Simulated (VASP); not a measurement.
# TiO2 (Fm-3m) in VASP: settings compared

Aim: see how the results for TiO2 move with the level of theory and the settings. Levels: PBE0, r2SCANh. Tasks: single point.

Program: VASP 6.6.1. These are calculated values, not measurements. Logs are shortened: lines on timing, memory, paths and dates and some standing lists are left out, and cuts for length are marked.

## 1. The cell of the first run

The structure is cubic, space group Fm-3m (No. 225). Conventional cell: a = 4.794 Å, b = 4.794 Å, c = 4.794 Å, α = 90.00°, β = 90.00°, γ = 90.00°. Ti (site symmetry m-3m) has 8 O at 2.08 Å within 2.7 Å. Within 2.7 Å of O (site symmetry -43m) lie 4 Ti at 2.08 Å and 6 O at 2.40 Å.

## 2. Single point, PBE0

POSCAR

```
TiO2
1.0
    0.0000000000      2.3968272547      2.3968272547
    2.3968272547      0.0000000000      2.3968272547
    2.3968272547      2.3968272547      0.0000000000
Ti O
1 2
Direct
    0.0000000000      0.0000000000      0.0000000000
    0.2500000000      0.2500000000      0.2500000000
    0.7500000000      0.7500000000      0.7500000000
```

INCAR.step1

```
PREC = Accurate
ENCUT = 520
EDIFF = 1E-5
ISMEAR = 0
SIGMA = 0.01
LREAL = False
LASPH = True
NELM = 60
ALGO = Normal
ISIF = 2
LWAVE = True
LCHARG = False
NBANDS = 19
GGA = PE
```

INCAR.step2

```
PREC = Accurate
ENCUT = 520
EDIFF = 1E-7
ISMEAR = 0
SIGMA = 0.01
LREAL = False
LASPH = True
NELM = 60
ALGO = Normal
ISIF = 2
LWAVE = False
LCHARG = False
GGA = PE
LHFCALC = True
AEXX = 0.25
PRECFOCK = Normal
NBANDS = 19
ISTART = 1
```

KPOINTS

```
regular mesh
0
Gamma
  6 6 6
```

Potentials or basis: VASP PAW PBE potentials, release 64 (Ti_sv, O).

Started as:

```console
$ cat potpaw_PBE.64/Ti_sv/POTCAR potpaw_PBE.64/O/POTCAR > POTCAR
$ cp INCAR.step1 INCAR
$ mpirun -np 1 vasp_std > vasp.out
$ cp INCAR.step2 INCAR
$ mpirun -np 1 vasp_std > vasp.out
```

OUTCAR:

```text
PREC = Accurate
   ENCUT = 520
   EDIFF = 1E-7
   ISMEAR = 0
   LREAL = False
   LASPH = True
   NELM = 60
   ISIF = 2
   GGA = PE
   LHFCALC = True
   AEXX = 0.25
   PRECFOCK = Normal
   ISTART = 1

 ion  position               nearest neighbor table
   1  0.000  0.000  0.000-   3 2.08   3 2.08   3 2.08   2 2.08   3 2.08   2 2.08   2 2.08   2 2.08

   2  0.250  0.250  0.250-   1 2.08   1 2.08   1 2.08   1 2.08
   3  0.750  0.750  0.750-   1 2.08   1 2.08   1 2.08   1 2.08

  LATTYP: Found a face centered cubic cell.
 ALAT       =     4.7936545094

  Lattice vectors:

 A1 = (   0.0000000000,   2.3968272547,   2.3968272547)
 A2 = (   2.3968272547,   0.0000000000,   2.3968272547)
 A3 = (   2.3968272547,   2.3968272547,   0.0000000000)

Analysis of symmetry for initial positions (statically):
=====================================================================
 Subroutine PRICEL returns:
 Original cell was already a primitive cell.

 Routine SETGRP: Setting up the symmetry group for a
 face centered cubic supercell.

 Subroutine GETGRP returns: Found 48 space group operations
 (whereof 48 operations were pure point group operations)
 out of a pool of 48 trial point group operations.

The static configuration has the point symmetry O_h .

Analysis of symmetry for dynamics (positions and initial velocities):
=====================================================================
 Subroutine PRICEL returns:
 Original cell was already a primitive cell.

 Routine SETGRP: Setting up the symmetry group for a
 face centered cubic supercell.

 Subroutine GETGRP returns: Found 48 space group operations
 (whereof 48 operations were pure point group operations)
 out of a pool of 48 trial point group operations.

The dynamic configuration has the point symmetry O_h .

 Subroutine INISYM returns: Found 48 space group operations
 (whereof 48 operations are pure point group operations),
 and found     1 'primitive' translations

----------------------------------------------------------------------------------------

                                     Primitive cell

  volume of cell :      27.5385

  direct lattice vectors                    reciprocal lattice vectors
     0.000000000  2.396827255  2.396827255    -0.208609110  0.208609110  0.208609110
     2.396827255  0.000000000  2.396827255     0.208609110 -0.208609110  0.208609110
     2.396827255  2.396827255  0.000000000     0.208609110  0.208609110 -0.208609110

  length of vectors
     3.389625610  3.389625610  3.389625610     0.361321577  0.361321577  0.361321577

  position of ions in fractional coordinates (direct lattice)
     0.000000000  0.000000000  0.000000000
     0.250000000  0.250000000  0.250000000
     0.750000000  0.750000000  0.750000000

  ion indices of the primitive-cell ions
   primitive index   ion index
                 1           1
                 2           2
                 3           3

----------------------------------------------------------------------------------------

 KPOINTS: regular mesh

Automatic generation of k-mesh.
 Grid dimensions read from file:
 generate k-points for:    6    6    6

 Generating k-lattice:

  Cartesian coordinates                     Fractional coordinates (reciprocal lattice)
    -0.034768185  0.034768185  0.034768185     0.166666667  0.000000000  0.000000000
     0.034768185 -0.034768185  0.034768185     0.000000000  0.166666667  0.000000000
     0.034768185  0.034768185 -0.034768185     0.000000000  0.000000000  0.166666667

  Length of vectors
     0.060220263  0.060220263  0.060220263

  Shift w.r.t. Gamma in fractional coordinates (k-lattice)
     0.000000000  0.000000000  0.000000000

 Subroutine IBZKPT returns following result:
 ===========================================

 Found     16 irreducible k-points:

 Following reciprocal coordinates:
            Coordinates               Weight
  0.000000  0.000000  0.000000      1.000000
  0.166667  0.000000  0.000000      8.000000
  0.333333  0.000000  0.000000      8.000000
  0.500000  0.000000  0.000000      4.000000
  0.166667  0.166667  0.000000      6.000000
  0.333333  0.166667  0.000000     24.000000
[... 8 lines left out ...]
 -0.333333  0.333333  0.166667     24.000000
 -0.333333  0.500000  0.166667     12.000000
   k-points           NKPTS =     16   k-points in BZ     NKDIM =    216   number of bands    NBANDS=     19
   number of dos      NEDOS =    301   number of ions     NIONS =      3
   total plane-waves  NPLWV =  21952
   dimension x,y,z NGX =    28 NGY =   28 NGZ =   28
   dimension x,y,z NGXF=    56 NGYF=   56 NGZF=   56
   ions per type =               1   2
   NGX,Y,Z   is equivalent  to a cutoff of  13.73, 13.73, 13.73 a.u.
   NGXF,Y,Z  is equivalent  to a cutoff of  27.47, 27.47, 27.47 a.u.
 SYSTEM =  unknown system
   PREC   = accura    normal or accurate (medium, high low for compatibility)
   ISTART =      1    job   : 0-new  1-cont  2-samecut
   ICHARG =      0    charge: 1-file 2-atom 10-const
   ISPIN  =      1    spin polarized calculation?
   LNONCOLLINEAR =      F non collinear calculations
   LSORBIT =      F    spin-orbit coupling
   LASPH  =      T    aspherical Exc in radial PAW
   ENCUT  =  520.0 eV  38.22 Ry    6.18 a.u.   6.30  6.30  6.30*2*pi/ulx,y,z
   NELM   =     60;   NELMIN=  2; NELMDL=  0     # of ELM steps
   EDIFF  = 0.1E-06   stopping-criterion for ELM
   LREAL  =      F    real-space projection
   EDIFFG = 0.1E-05   stopping-criterion for IOM
   NSW    =      0    number of steps for IOM
   IBRION =     -1    ionic relax: 0-MD 1-quasi-New 2-CG
   NFREE  =      0    steps in history (QN), initial steepest desc. (CG)
   ISIF   =      2    stress and relaxation
   ISYM   =      3    0-nonsym 1-usesym 2-fastsym
   POTIM  = 0.5000    time-step for ionic-motion
   TEBEG  =    0.0;   TEEND  =   0.0 temperature during run
   PSTRESS=    0.0 pullay stress
   NELECT =      24.0000    total number of electrons
   NUPDOWN=      -1.0000    fix difference up-down
   EMIN   =  10.00;   EMAX   =-10.00  energy-range for DOS
   EFERMI =   0.00;   METHOD = LEGACY
   ISMEAR =     0;   SIGMA  =   0.01  broadening in eV -4-tet -1-fermi 0-gaus
   EFERMI_NEDOS =   21; number of points for ismear=-14 and -15
   IALGO  =     38    algorithm
   IMIX   =      1    mixing-type and parameters
     AMIX     =   0.40;   BMIX     =  1.00
     AMIX_MAG =   1.60;   BMIX_MAG =  1.00
  volume/ion in A,a.u.               =       9.18        61.95
  Fermi-wavevector in a.u.,A,eV,Ry     =   1.563742  2.955044 33.270189  2.445290
  Thomas-Fermi vector in A             =   2.666469
   LORBIT       =      0    0 simple, 1 ext, 2 COOP (PROOUT), +10 PAW based schemes
   GGA     = PE    functional components
   LHFCALC =     T    Hartree Fock is set to
   PRECFOCK=normal    Normal, Fast or Accurate (Low or Medium for compatibility)
   ENCUT4O =  -1.0   cutoff for four orbital integrals eV
   NKREDX  =     1    reduce k-point grid by
   NKREDY  =     1    reduce k-point grid by
   NKREDZ  =     1    reduce k-point grid by
   AEXX    =    0.2500 exact exchange contribution
   HFSCREEN=    0.0000 screening length (either q_TF or 0.3 A-1)
   HFSCREENC=   0.0000 screening length for correlation (either q_TF or 0.3 A-1)
   ENCUTFOCK=  -1.0 apply spherical cutoff to Coloumb kernel
   IVDW    =     0    specifies the selected vdW correction
   LEPSILON=     F    determine dielectric tensor
   LRPA    =     F    only Hartree local field effects (RPA)
 non-spin polarized calculation
 Gauss-broadening in eV      SIGMA  =   0.01
  energy-cutoff  :      520.00
  volume of cell :       27.54
 maximum number of plane-waves:       754
 NGX is ok and might be reduce to    28
  NGX = 20; NGY = 20; NGZ = 20

 number of electron      23.9999996 magnetization

 Free energy of the ion-electron system (eV)
  ---------------------------------------------------
  ext. energy  EPLUGINS =         0.00000000
  ---------------------------------------------------
  free energy    TOTEN  =       -34.41169680 eV

  energy without entropy =      -34.41169680  energy(sigma->0) =      -34.41169680

 E-fermi :   6.3120     XC(G=0):  -9.6229

 val. band max:        6.2449563145   @ k =   0.5000   0.5000   0.0000
 cond. band min:       9.5815872967   @ k =   0.0000   0.0000   0.0000
 fundamental gap:      3.3366309822
 Fermi energy:         6.3120499650

 k-point     1 :       0.0000    0.0000    0.0000
  band No.  band energies     occupation
      1     -56.1048      2.00000
      2     -30.4963      2.00000
      3     -30.4963      2.00000
      4     -30.4963      2.00000
      5     -15.4686      2.00000
      6     -11.3491      2.00000
[... 11 lines left out ...]
     18      16.0542      0.00000
     19      22.6541      0.00000

 k-point     2 :       0.1667    0.0000    0.0000
  band No.  band energies     occupation
      1     -56.0987      2.00000
      2     -30.5688      2.00000
      3     -30.5055      2.00000
      4     -30.5055      2.00000
      5     -15.1222      2.00000
      6     -11.7460      2.00000
[... 11 lines left out ...]
     18      17.0658      0.00000
     19      22.5780      0.00000

 k-point     3 :       0.3333    0.0000    0.0000
  band No.  band energies     occupation
      1     -56.0866      2.00000
      2     -30.7095      2.00000
      3     -30.5241      2.00000
      4     -30.5241      2.00000
      5     -14.3293      2.00000
      6     -12.5030      2.00000
[... 11 lines left out ...]
     18      18.5700      0.00000
     19      22.8570      0.00000

 k-point     4 :       0.5000    0.0000    0.0000
  band No.  band energies     occupation
      1     -56.0806      2.00000
      2     -30.7778      2.00000
      3     -30.5333      2.00000
      4     -30.5333      2.00000
      5     -13.7731      2.00000
      6     -12.9822      2.00000
[... 231 lines left out ...]
     18      19.4085      0.00000
     19      23.4394      0.00000

 k-point    15 :      -0.3333    0.3333    0.1667
  band No.  band energies     occupation
      1     -56.0745      2.00000
      2     -30.7165      2.00000
      3     -30.6493      2.00000
      4     -30.5662      2.00000
      5     -13.3413      2.00000
      6     -13.1387      2.00000
[... 11 lines left out ...]
     18      19.8837      0.00000
     19      24.2850      0.00000

 k-point    16 :      -0.3333    0.5000    0.1667
  band No.  band energies     occupation
      1     -56.0725      2.00000
      2     -30.7376      2.00000
      3     -30.6367      2.00000
      4     -30.5857      2.00000
      5     -13.2606      2.00000
      6     -13.1153      2.00000
[... 11 lines left out ...]
     18      20.2350      0.00000
     19      24.1383      0.00000

------------------------ aborting loop because EDIFF is reached ----------------------------------------

  FORCE on cell =-STRESS in cart. coord.  units (eV):
  Direction    XX          YY          ZZ          XY          YZ          ZX
  --------------------------------------------------------------------------------------
  -------------------------------------------------------------------------------------
  Total       -0.5277889     -0.5277889     -0.5277889     -0.0000000      0.0000000      0.0000000
  in kB      -30.7065230    -30.7065230    -30.7065230     -0.0000000      0.0000000      0.0000000
  external PRESSURE =     -30.7065230 kB  Pullay stress =       0.0000000 kB

 VOLUME and BASIS-vectors are now :
 -----------------------------------------------------------------------------
  energy-cutoff  :      520.00
  volume of cell :       27.54
      direct lattice vectors                 reciprocal lattice vectors
     0.000000000  2.396827255  2.396827255    -0.208609110  0.208609110  0.208609110
     2.396827255  0.000000000  2.396827255     0.208609110 -0.208609110  0.208609110
     2.396827255  2.396827255  0.000000000     0.208609110  0.208609110 -0.208609110

 POSITION                                       TOTAL-FORCE (eV/Angst)
 -----------------------------------------------------------------------------------
      0.00000      0.00000      0.00000         0.000000      0.000000      0.000000
      1.19841      1.19841      1.19841         0.000000      0.000000      0.000000
      3.59524      3.59524      3.59524        -0.000000     -0.000000     -0.000000
 -----------------------------------------------------------------------------------
    total drift:                                0.000000      0.000000      0.000000

  FREE ENERGIE OF THE ION-ELECTRON SYSTEM (eV)
  ---------------------------------------------------
  free  energy   TOTEN  =       -34.4116967999 eV

  energy  without entropy=      -34.4116967999  energy(sigma->0) =      -34.41169680
```

It took 1.8 h on 1 thread of AMD EPYC 7R43 (Zen 3), shared host; peak memory 0.13 GiB.

What came out:

```yaml
Free_energy: -34.4117 eV
Pressure: -3.1 GPa
Band_gap_on_the_k_mesh: 3.34 eV (least direct gap 4.08 eV)
```

Caveat: the cell stands under tension; the PAW data sets were made with another functional, which shifts forces and pressure a little.

## 3. Single point, r2SCANh

POSCAR is that of step 2.

INCAR.step1

```
  PREC = Accurate
  ENCUT = 520
  EDIFF = 1E-5
  ISMEAR = 0
  SIGMA = 0.01
  LREAL = False
  LASPH = True
  NELM = 60
  ALGO = Normal
  ISIF = 2
  LWAVE = True
  LCHARG = False
  NBANDS = 19
  GGA = PE
```

INCAR.step2

```
  PREC = Accurate
  ENCUT = 520
  EDIFF = 1E-6
  ISMEAR = 0
  SIGMA = 0.01
  LREAL = False
  LASPH = True
  NELM = 60
  ALGO = Normal
  ISIF = 2
  LWAVE = False
  LCHARG = False
  METAGGA = R2SCAN
  LHFCALC = True
  AEXX = 0.1
  LMIXTAU = True
  PRECFOCK = Normal
  NBANDS = 19
  ISTART = 1
```

KPOINTS

```
Automatic mesh
0
Gamma
  6 6 6
```

Potentials or basis: VASP PAW PBE potentials, release 64 (Ti_sv, O).

Started as:

```console
$ cat potpaw_PBE.64/Ti_sv/POTCAR potpaw_PBE.64/O/POTCAR > POTCAR
$ cp INCAR.step1 INCAR
$ mpirun -np 1 vasp_std > vasp.out
$ cp INCAR.step2 INCAR
$ mpirun -np 1 vasp_std > vasp.out
```

It took 66 min on 1 thread of AMD EPYC 7R13, shared host; peak memory 0.15 GiB.

The run converged. Its results:

```yaml
Free_energy: -36.6486 eV
Pressure: -1.3 GPa
Band_gap_on_the_k_mesh: 2.37 eV (least direct gap 3.08 eV)
```

Levels at points of the mesh, in eV from the valence-band top:
| k point | band 10 | band 11 | band 12 | band 13 | band 14 | band 15 |
| --- | --- | --- | --- | --- | --- | --- |
| (0.00, 0.00, 0.00) | -0.96 | -0.96 | -0.96 | 2.37 | 2.37 | 6.60 |
| (0.50, 0.00, 0.00) | -3.53 | -2.75 | -2.75 | 2.68 | 2.68 | 3.94 |
| (0.50, 0.50, 0.00) | -2.26 | -2.26 | 0.00 | 3.08 | 3.14 | 3.96 |

Caveat: the PAW data sets were made with another functional, which shifts forces and pressure a little.
